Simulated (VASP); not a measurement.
# Al3Au5 (R-3m) in VASP: further runs

Runs on Al3Au5. Level: r2SCAN. Tasks: single point.

All numbers are computed with VASP 6.6.1; they aren't measurements. Logs are shortened: lines on timing, memory, paths and dates and some standing lists are left out, and cuts for length are marked.

## Step 1: The cell of the first run

The structure is trigonal, space group R-3m (No. 166). The conventional cell has a = 5.913 Å, b = 5.913 Å, c = 13.226 Å, α = 90.00°, β = 90.00°, γ = 120.00°. Within 3.7 Å of Al (site symmetry 2/m) lie 8 Au at 2.79 to 2.96 Å and 4 Al at 2.96 Å. Within 3.7 Å of Au (site symmetry -3m) lie 6 Al at 2.79 Å and 6 Au at 2.96 Å. Within 3.7 Å of Au (site symmetry 2/m) lie 4 Al at 2.79 Å and 8 Au at 2.79 to 2.96 Å. Au (site symmetry -3m) has 6 Au at 2.79 Å and 6 Al at 2.96 Å within 3.7 Å.

## Step 2: Single point, r2SCAN

POSCAR

```
Al3Au5
1.0
    0.0000000000      4.1811833327      4.1811833327
    4.1811833327      0.0000000000      4.1811833327
    3.9390050252      3.9390050252      0.2421783076
Al Au
3 5
Direct
    0.0000000000      0.0000000000      0.0000000000
    0.0000000000      0.5000000000      0.0000000000
    0.5000000000      0.0000000000      0.0000000000
    0.0000000000      0.0000000000      0.5000000000
    0.0000000000      0.5000000000      0.5000000000
    0.5000000000      0.0000000000      0.5000000000
    0.5000000000      0.5000000000      0.0000000000
    0.5000000000      0.5000000000      0.5000000000
```

INCAR.step1

```
ALGO = Normal ; EDIFF = 1E-5
ENCUT = 550 ; GGA = PE
GGA_COMPAT = F ; ISMEAR = 1
LASPH = T ; LCHARG = F
LREAL = F ; LWAVE = T
NBANDS = 42 ; NELM = 120
PREC = Accurate ; SIGMA = 0.05
```

INCAR.step2

```
ALGO = Normal ; EDIFF = 1E-6
ENCUT = 550 ; GGA_COMPAT = F
ISIF = 2 ; ISMEAR = 1
ISTART = 1 ; LASPH = T
LCHARG = F ; LMIXTAU = T
LREAL = F ; LWAVE = F
METAGGA = R2SCAN ; NBANDS = 42
NELM = 120 ; PREC = Accurate
SIGMA = 0.05
```

KPOINTS

```
k-points
0
Gamma
  5 5 5
```

Potentials or basis: VASP PAW PBE potentials, release 64 (Al, Au).

Command:

```console
$ cat potpaw_PBE.64/Al/POTCAR potpaw_PBE.64/Au/POTCAR > POTCAR
$ cp INCAR.step1 INCAR
$ mpirun -np 1 vasp_std > vasp.out
$ cp INCAR.step2 INCAR
$ mpirun -np 1 vasp_std > vasp.out
```

OUTCAR:

```text
EDIFF = 1E-6
   ENCUT = 550
   ISIF = 2
   ISMEAR = 1
   ISTART = 1
   LASPH = T
   LREAL = F
   METAGGA = R2SCAN
   NELM = 120
   PREC = Accurate

 ion  position               nearest neighbor table
   1  0.000  0.000  0.000-   5 2.79   6 2.79   5 2.79   6 2.79   4 2.79   4 2.79   2 2.96   2 2.96
                             7 2.96   3 2.96   3 2.96   7 2.96
   2  0.000  0.500  0.000-   4 2.79   8 2.79   4 2.79   8 2.79   5 2.79   5 2.79   1 2.96   3 2.96
                             7 2.96   3 2.96   7 2.96   1 2.96
   3  0.500  0.000  0.000-   4 2.79   8 2.79   8 2.79   4 2.79   6 2.79   6 2.79   2 2.96   7 2.96
                             7 2.96   1 2.96   2 2.96   1 2.96
   4  0.000  0.000  0.500-   2 2.79   3 2.79   2 2.79   3 2.79   1 2.79   1 2.79   6 2.96   5 2.96
                             8 2.96   5 2.96   6 2.96   8 2.96
   5  0.000  0.500  0.500-   1 2.79   7 2.79   1 2.79   7 2.79   2 2.79   2 2.79   8 2.96   4 2.96
                             6 2.96   6 2.96   4 2.96   8 2.96
   6  0.500  0.000  0.500-   1 2.79   7 2.79   7 2.79   1 2.79   3 2.79   3 2.79   5 2.96   8 2.96
                             8 2.96   4 2.96   4 2.96   5 2.96
   7  0.500  0.500  0.000-   5 2.79   6 2.79   6 2.79   5 2.79   8 2.79   8 2.79   1 2.96   3 2.96
                             2 2.96   1 2.96   2 2.96   3 2.96
   8  0.500  0.500  0.500-   2 2.79   3 2.79   3 2.79   2 2.79   7 2.79   7 2.79   5 2.96   4 2.96
                             6 2.96   6 2.96   4 2.96   5 2.96

  LATTYP: Found a trigonal (rhomboedric) cell.
 ALAT       =     5.5758561234
 COS(alpha) =     0.4376906523

  Lattice vectors:

 A1 = (   3.9390050252,  -0.2421783075,  -3.9390050251)
 A2 = (  -0.2421783075,   3.9390050252,  -3.9390050251)
 A3 = (   3.9390050252,   3.9390050252,   0.2421783076)

Analysis of symmetry for initial positions (statically):
=====================================================================
 Subroutine PRICEL returns:
 Original cell was already a primitive cell.

 Routine SETGRP: Setting up the symmetry group for a
 trigonal (rhombohedral) supercell.

 Subroutine GETGRP returns: Found 12 space group operations
 (whereof  4 operations were pure point group operations)
 out of a pool of 12 trial point group operations.

The static configuration has the point symmetry C_2h.
 The point group associated with its full space group is D_3d.

Analysis of symmetry for dynamics (positions and initial velocities):
=====================================================================
 Subroutine PRICEL returns:
 Original cell was already a primitive cell.

 Routine SETGRP: Setting up the symmetry group for a
 trigonal (rhombohedral) supercell.

 Subroutine GETGRP returns: Found 12 space group operations
 (whereof  4 operations were pure point group operations)
 out of a pool of 12 trial point group operations.

The dynamic configuration has the point symmetry C_2h.
 The point group associated with its full space group is D_3d.

 Subroutine INISYM returns: Found 12 space group operations
 (whereof  4 operations are pure point group operations),
 and found     1 'primitive' translations

----------------------------------------------------------------------------------------

                                     Primitive cell

  volume of cell :     133.4919

  direct lattice vectors                    reciprocal lattice vectors
     0.000000000  4.181183333  4.181183333    -0.123376082  0.115790661  0.123376082
     4.181183333  0.000000000  4.181183333     0.115790661 -0.123376082  0.123376082
     3.939005025  3.939005025  0.242178308     0.130961503  0.130961503 -0.130961503

  length of vectors
     5.913086176  5.913086176  5.575856123     0.209405808  0.209405808  0.226831977

  position of ions in fractional coordinates (direct lattice)
     0.000000000  0.000000000  0.000000000
     0.000000000  0.500000000  0.000000000
     0.500000000  0.000000000  0.000000000
     0.000000000  0.000000000  0.500000000
     0.000000000  0.500000000  0.500000000
     0.500000000  0.000000000  0.500000000
     0.500000000  0.500000000  0.000000000
     0.500000000  0.500000000  0.500000000

  ion indices of the primitive-cell ions
   primitive index   ion index
                 1           1
                 2           2
                 3           3
                 4           4
                 5           5
                 6           6
                 7           7
                 8           8

----------------------------------------------------------------------------------------

 KPOINTS: k-points

Automatic generation of k-mesh.
 Grid dimensions read from file:
 generate k-points for:    5    5    5

 Generating k-lattice:

  Cartesian coordinates                     Fractional coordinates (reciprocal lattice)
    -0.024675216  0.023158132  0.024675216     0.200000000  0.000000000  0.000000000
     0.023158132 -0.024675216  0.024675216     0.000000000  0.200000000  0.000000000
     0.026192301  0.026192301 -0.026192301     0.000000000  0.000000000  0.200000000

  Length of vectors
     0.041881162  0.041881162  0.045366395

  Shift w.r.t. Gamma in fractional coordinates (k-lattice)
     0.000000000  0.000000000  0.000000000

 Subroutine IBZKPT returns following result:
 ===========================================

 Found     19 irreducible k-points:

 Following reciprocal coordinates:
            Coordinates               Weight
  0.000000  0.000000  0.000000      1.000000
  0.200000  0.000000 -0.000000      6.000000
  0.400000  0.000000 -0.000000      6.000000
  0.200000  0.200000  0.000000      6.000000
  0.400000  0.200000  0.000000     12.000000
 -0.400000  0.200000 -0.000000     12.000000
[... 11 lines left out ...]
  0.000000  0.000000  0.400000      2.000000
 -0.200000  0.000000  0.400000      6.000000
   k-points           NKPTS =     19   k-points in BZ     NKDIM =     19   number of bands    NBANDS=     42
   number of dos      NEDOS =    301   number of ions     NIONS =      8
   total plane-waves  NPLWV = 110592
   dimension x,y,z NGX =    48 NGY =   48 NGZ =   48
   dimension x,y,z NGXF=    96 NGYF=   96 NGZF=   96
   ions per type =               3   5
   NGX,Y,Z   is equivalent  to a cutoff of  13.50, 13.50, 14.31 a.u.
   NGXF,Y,Z  is equivalent  to a cutoff of  26.99, 26.99, 28.62 a.u.
 SYSTEM =  unknown system
   PREC   = accura    normal or accurate (medium, high low for compatibility)
   ISTART =      1    job   : 0-new  1-cont  2-samecut
   ICHARG =      0    charge: 1-file 2-atom 10-const
   ISPIN  =      1    spin polarized calculation?
   LNONCOLLINEAR =      F non collinear calculations
   LSORBIT =      F    spin-orbit coupling
   LASPH  =      T    aspherical Exc in radial PAW
   ENCUT  =  550.0 eV  40.42 Ry    6.36 a.u.  11.31 11.31 10.66*2*pi/ulx,y,z
   NELM   =    120;   NELMIN=  2; NELMDL=  0     # of ELM steps
   EDIFF  = 0.1E-05   stopping-criterion for ELM
   LREAL  =      F    real-space projection
   EDIFFG = 0.1E-04   stopping-criterion for IOM
   NSW    =      0    number of steps for IOM
   IBRION =     -1    ionic relax: 0-MD 1-quasi-New 2-CG
   NFREE  =      0    steps in history (QN), initial steepest desc. (CG)
   ISIF   =      2    stress and relaxation
   ISYM   =      2    0-nonsym 1-usesym 2-fastsym
   POTIM  = 0.5000    time-step for ionic-motion
   TEBEG  =    0.0;   TEEND  =   0.0 temperature during run
   PSTRESS=    0.0 pullay stress
   NELECT =      64.0000    total number of electrons
   NUPDOWN=      -1.0000    fix difference up-down
   EMIN   =  10.00;   EMAX   =-10.00  energy-range for DOS
   EFERMI =   0.00;   METHOD = LEGACY
   ISMEAR =     1;   SIGMA  =   0.05  broadening in eV -4-tet -1-fermi 0-gaus
   EFERMI_NEDOS =   21; number of points for ismear=-14 and -15
   IALGO  =     38    algorithm
   IMIX   =      4    mixing-type and parameters
     AMIX     =   0.40;   BMIX     =  1.00
     AMIX_MAG =   1.60;   BMIX_MAG =  1.00
  volume/ion in A,a.u.               =      16.69       112.61
  Fermi-wavevector in a.u.,A,eV,Ry     =   1.281297  2.421301 22.336993  1.641723
  Thomas-Fermi vector in A             =   2.413675
   LORBIT       =      0    0 simple, 1 ext, 2 COOP (PROOUT), +10 PAW based schemes
   METAGGA = R2SCAN    functional components
   LHFCALC =     F    Hartree Fock is set to
   AEXX    =    0.0000 exact exchange contribution
   IVDW    =     0    specifies the selected vdW correction
   LEPSILON=     F    determine dielectric tensor
   LRPA    =     F    only Hartree local field effects (RPA)
 non-spin polarized calculation
 Methfessel and Paxton  Order N= 1 SIGMA  =   0.05
  energy-cutoff  :      550.00
  volume of cell :      133.49
 maximum number of plane-waves:      3938
 NGX is ok and might be reduce to    48
   NGX = 23   NGY = 23   NGZ = 21

 number of electron      64.0000005 magnetization

 Free energy of the ion-electron system (eV)
  ---------------------------------------------------
  ext. energy  EPLUGINS =         0.00000000
  ---------------------------------------------------
  free energy    TOTEN  =      -274.67700476 eV

  energy without entropy =     -274.67729846  energy(sigma->0) =     -274.67710266

 E-fermi :   9.5092     XC(G=0): -12.7734

 val. band max:        9.3794342901   @ k =  -0.2000   0.0000   0.2000
 cond. band min:       9.5513297077   @ k =  -0.4000   0.2000  -0.0000
 fundamental gap:      0.1718954176
 Fermi energy:         9.5091666415

 k-point     1 :       0.0000    0.0000    0.0000
  band No.  band energies     occupation
      1      -1.9985      2.00000
      2       1.1623      2.00000
      3       1.3308      2.00000
      4       1.3308      2.00000
      5       1.9573      2.00000
      6       1.9573      2.00000
[... 34 lines left out ...]
     41      15.3565      0.00000
     42      16.4522      0.00000
[... 769 lines left out ...]
      2       0.7270      2.00000
      3       1.4757      2.00000
      4       2.0257      2.00000
      5       2.1706      2.00000
      6       2.4001      2.00000
[... 34 lines left out ...]
     41      15.9203      0.00000
     42      16.0226      0.00000

------------------------ aborting loop because EDIFF is reached ----------------------------------------

  FORCE on cell =-STRESS in cart. coord.  units (eV):
  Direction    XX          YY          ZZ          XY          YZ          ZX
  --------------------------------------------------------------------------------------
  -------------------------------------------------------------------------------------
  Total       -0.0634394     -0.0634394     -0.0634394     -0.0524500      0.0524500      0.0524500
  in kB       -0.7614030     -0.7614030     -0.7614030     -0.6295086      0.6295086      0.6295086
  external PRESSURE =      -0.7614030 kB  Pullay stress =       0.0000000 kB

 VOLUME and BASIS-vectors are now :
 -----------------------------------------------------------------------------
  energy-cutoff  :      550.00
  volume of cell :      133.49
      direct lattice vectors                 reciprocal lattice vectors
     0.000000000  4.181183333  4.181183333    -0.123376082  0.115790661  0.123376082
     4.181183333  0.000000000  4.181183333     0.115790661 -0.123376082  0.123376082
     3.939005025  3.939005025  0.242178308     0.130961503  0.130961503 -0.130961503

 POSITION                                       TOTAL-FORCE (eV/Angst)
 -----------------------------------------------------------------------------------
      0.00000      0.00000      0.00000         0.000000      0.000000     -0.000000
      2.09059      0.00000      2.09059         0.000000      0.000000      0.000000
      0.00000      2.09059      2.09059         0.000000      0.000000     -0.000000
      1.96950      1.96950      0.12109         0.000000      0.000000      0.000000
      4.06009      1.96950      2.21168         0.000000      0.000000     -0.000000
      1.96950      4.06009      2.21168         0.000000      0.000000     -0.000000
      2.09059      2.09059      4.18118         0.000000      0.000000      0.000000
      4.06009      4.06009      4.30227         0.000000      0.000000     -0.000000
 -----------------------------------------------------------------------------------
    total drift:                               -0.000000     -0.000000      0.000000

  FREE ENERGIE OF THE ION-ELECTRON SYSTEM (eV)
  ---------------------------------------------------
  free  energy   TOTEN  =      -274.6770047647 eV

  energy  without entropy=     -274.6772984609  energy(sigma->0) =     -274.67710266
```

Wall time 4.9 min (1 thread of Intel Xeon 6975P-C (Granite Rapids), shared host); peak memory 0.41 GiB.

What came out:

```
Free energy            : -274.6770 eV
Pressure               : -0.1 GPa
Band gap on the k mesh : zero (bands 32 and 33 overlap by 2.17 eV)
```

Stress tensor (GPa, compression positive):
```
-0.08 -0.06  0.06
-0.06 -0.08  0.06
 0.06  0.06 -0.08
```

Caveat: the PAW data sets were made with another functional, which shifts forces and pressure a little; spin-orbit coupling is left out, which moves the levels of the heavy elements.

## Step 3: Single point, r2SCAN

POSCAR

```
Al3Au5
1.0
    0.0000000000      4.1811833239      4.1811833239
    3.9390050360      0.2421782879      3.9390050360
    4.1811833239      4.1811833239      0.0000000000
Au Al
5 3
Direct
    0.0000000000      0.0000000000      0.0000000000
    0.0000000000      0.5000000000      0.0000000000
    0.0000000000      0.5000000000      0.5000000000
    0.5000000000      0.5000000000      0.0000000000
    0.5000000000      0.5000000000      0.5000000000
    0.0000000000      0.0000000000      0.5000000000
    0.5000000000      0.0000000000      0.0000000000
    0.5000000000      0.0000000000      0.5000000000
```

INCAR.step1

```
PREC = Accurate ; ENCUT = 550
ISMEAR = 1 ; SIGMA = 0.05
LREAL = False ; LASPH = True
NELM = 120 ; NBANDS = 42
GGA = PE ; ALGO = Normal
EDIFF = 1E-5 ; LWAVE = True
LCHARG = False ; GGA_COMPAT = False
```

INCAR.step2

```
PREC = Accurate ; ENCUT = 550
EDIFF = 1E-6 ; ISMEAR = 1
SIGMA = 0.05 ; LREAL = False
LASPH = True ; NELM = 120
ALGO = Normal ; ISIF = 2
LWAVE = False ; LCHARG = True
METAGGA = R2SCAN ; LMIXTAU = True
LELF = True ; LVHAR = True
NBANDS = 42 ; ISTART = 1
GGA_COMPAT = False
```

KPOINTS

```
Automatic mesh
0
Gamma
  5 5 5
```

Potentials or basis: VASP PAW PBE potentials, release 64 (Au, Al).

Command:

```console
$ cat potpaw_PBE.64/Au/POTCAR potpaw_PBE.64/Al/POTCAR > POTCAR
$ cp INCAR.step1 INCAR
$ mpirun -np 1 vasp_std > vasp.out
$ cp INCAR.step2 INCAR
$ mpirun -np 1 vasp_std > vasp.out
```

It took 5 min on 1 thread of Intel Xeon 6975P-C (Granite Rapids), shared host; peak memory 0.37 GiB.

The run converged. Its results:

```yaml
Free_energy: -274.6770 eV
Pressure: -0.1 GPa
Band_gap_on_the_k_mesh: zero (bands 32 and 33 overlap by 2.17 eV)
```

Stress tensor (GPa, compression positive):
```
-0.08  0.06 -0.06
 0.06 -0.08  0.06
-0.06  0.06 -0.08
```

Levels at points of the mesh, in eV from the Fermi level:
```tsv
k point	band 28	band 29	band 30	band 31	band 32	band 33	band 34	band 35	band 36	band 37
(0.00, 0.00, 0.00)	-2.73	-2.58	-2.58	-1.29	-1.29	-0.20	-0.15	0.36	0.36	1.25
```

Caveat: the PAW data sets were made with another functional, which shifts forces and pressure a little; spin-orbit coupling is left out, which moves the levels of the heavy elements.
